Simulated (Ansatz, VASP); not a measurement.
## One calculation of Si2N, two programs

The input INCAR:

```
SYSTEM = Si2N
PREC     = Accurate       ! precision mode
ENCUT    = 520            ! plane-wave cutoff, eV
EDIFF    = 1E-6           ! SCF threshold, eV
ISMEAR   = 0              ! smearing method
SIGMA    = 0.1            ! smearing width, eV
LREAL    = .FALSE.        ! projectors in reciprocal space
LASPH    = .TRUE.         ! aspherical terms in the spheres
NELM     = 150            ! most SCF steps
ALGO     = Normal         ! electronic algorithm
ISIF     = 2              ! what is computed and relaxed
LWAVE    = .FALSE.        ! write WAVECAR
LCHARG   = .FALSE.        ! write CHGCAR
ISPIN    = 2              ! spin polarisation
MAGMOM   = 0 0 0 0 1 1    ! initial moments
LORBIT   = 11             ! projections on sites
GGA      = PE             ! functional
NBANDS   = 26             ! bands
```

Contents of KPOINTS:

```
Automatic mesh
0
G
  6 6 6
  0 0 0
```

POSCAR

```
Si2N
1.0
   -1.9183155356      3.2923051792      4.4425324514
    1.9183155356     -3.2923051792      4.4425324514
    1.9183155356      3.2923051792     -4.4425324514
Si N
4 2
Direct
    0.8683004732      0.1801731535      0.6881273197
    0.5079541662      0.8198268465      0.6881273197
    0.4920458338      0.1801731535      0.3118726803
    0.1316995268      0.8198268465      0.3118726803
    0.2516560722      0.0000000000      0.2516560722
    0.7483439278      0.0000000000      0.7483439278
```

Input for Ansatz:

```yaml
crystal:
  lattice:
    - [-1.9183155356, 3.2923051792, 4.4425324514]
    - [1.9183155356, -3.2923051792, 4.4425324514]
    - [1.9183155356, 3.2923051792, -4.4425324514]
  atoms:
    - { symbol: Si, position: [0.8683004732, 0.1801731535, 0.6881273197] }
    - { symbol: Si, position: [0.5079541662, 0.8198268465, 0.6881273197] }
    - { symbol: Si, position: [0.4920458338, 0.1801731535, 0.3118726803] }
    - { symbol: Si, position: [0.1316995268, 0.8198268465, 0.3118726803] }
    - { symbol: "N", position: [0.2516560722, 0.0, 0.2516560722], spin: 1.0 }
    - { symbol: "N", position: [0.7483439278, 0.0, 0.7483439278], spin: 1.0 }
basis:
  ecutwfc: 420
kpoints:
  mp_grid: { grid: [6, 6, 6] }
hamiltonian:
  xc: pbe
scf:
  occupations: { method: gaussian, width: 0.1 }
  lower_state_search: "off"
output:
  forces: true
  stress: true
  eigenvalues: true
  populations: true
magnetization:
  spin_polarized: true
```

Alike in both runs: task single point; functional PBE; k mesh 6 × 6 × 6; occupations gaussian, width 0.1 eV; collinear spin.

|  | VASP | Ansatz |
| --- | --- | --- |
| version | VASP 6.6.1 | Ansatz 0.2.0 |
| potentials or method | VASP PAW PBE potentials, release 64 (Si, N), cutoff 520 eV | scalar-relativistic, plane waves, PAW |
| valence electrons in the cell | 26 | 26 |

```csv
,VASP,Ansatz,Ansatz less VASP
gap on the k mesh at the Fermi level (eV),none,none,-
pressure (GPa),0.1,0.1,+0.06
"traceless stress, the component that is largest in VASP (GPa)",-0.11,-0.24,-0.128
rms of the force components (eV/Å),0.027,0.018,-0.0086
net moment per atom (μB),0.00,0.00,0.000
```

Atom by atom the forces differ by 0.010 eV/Å (rms over components). A gap of «none» marks a metal or a gap that the smearing closes. With one functional, cell and mesh, what is left measures potentials, basis and numerics. Ansatz's warnings: seeded moment not kept.
